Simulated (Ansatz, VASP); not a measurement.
## One calculation of LiGeN, two programs

File INCAR:

```
SYSTEM = LiGeN
  PREC = Accurate
  ENCUT = 600
  EDIFF = 1E-6
  ISMEAR = 0
  SIGMA = 0.1
  LREAL = .FALSE.
  LASPH = .TRUE.
  NELM = 100
  ALGO = Normal
  ISIF = 3
  LWAVE = .FALSE.
  LCHARG = .FALSE.
  GGA = PE
  IBRION = 2
  NSW = 90
  EDIFFG = -0.04
```

KPOINTS

```
Automatic mesh
0
G
  6 4 4
  0 0 0
```

The input POSCAR:

```
LiGeN
1.0
    3.2920700000      0.0000000000      0.0000000000
    0.0000000000      4.1437864000      0.0000000000
    0.0000000000      0.0000000000      6.8140568500
Li Ge N
2 2 2
Direct
    0.0000000000      0.0000000000      0.7711797700
    0.0000000000      0.0000000000      0.2288202300
    0.5000000000      0.5000000000      0.8662697800
    0.5000000000      0.5000000000      0.1337302200
    0.0000000000      0.5000000000      0.2315233400
    0.0000000000      0.5000000000      0.7684766600
```

Input for Ansatz:

```yaml
crystal:
  lattice:
    - [3.29207, 0.0, 0.0]
    - [0.0, 4.1437864, 0.0]
    - [0.0, 0.0, 6.81405685]
  atoms:
    - { symbol: Li, position: [0.0, 0.0, 0.77117977] }
    - { symbol: Li, position: [0.0, 0.0, 0.22882023] }
    - { symbol: Ge, position: [0.5, 0.5, 0.86626978] }
    - { symbol: Ge, position: [0.5, 0.5, 0.13373022] }
    - { symbol: "N", position: [0.0, 0.5, 0.23152334] }
    - { symbol: "N", position: [0.0, 0.5, 0.76847666] }
basis:
  ecutwfc: 420
kpoints:
  mp_grid: { grid: [6, 4, 4] }
hamiltonian:
  xc: pbe
scf:
  occupations: { method: gaussian, width: 0.1 }
  lower_state_search: "off"
output:
  forces: true
  stress: true
  eigenvalues: true
relax:
  adjacent_minimum: "off"
  f_tol: 0.04
  max_steps: 70
  cell: { stress_tol: 0.4 }
```

Alike in both runs: task relaxation of cell and atoms; functional PBE; k mesh 6 × 4 × 4; occupations gaussian, width 0.1 eV; no spin polarisation.

|  | VASP | Ansatz |
| --- | --- | --- |
| version | VASP 6.6.1 | Ansatz 0.2.0 |
| potentials or method | VASP PAW PBE potentials, release 64 (Li_sv, Ge_d, N), cutoff 600 eV | scalar-relativistic, plane waves, PAW |
| valence electrons in the cell | 44 | 44 |

```tsv
	VASP	Ansatz	Ansatz less VASP
gap on the k mesh at the Fermi level, each at its own relaxed structure (eV)	none	none	-
relaxed volume (Å³/atom)	17.13	18.57	+1.441
relaxed cell length with the largest relative difference (Å)	8.589	9.404	+0.8148
```

A gap of «none» marks a metal or a gap that the smearing closes. One of these differences is far larger than is usual between the two programs; its cause wasn't traced.

The k mesh is coarse, so the values compare programs but aren't converged. Noted on VASP's run: the cutoff is short for stress, so the pressure is rough.
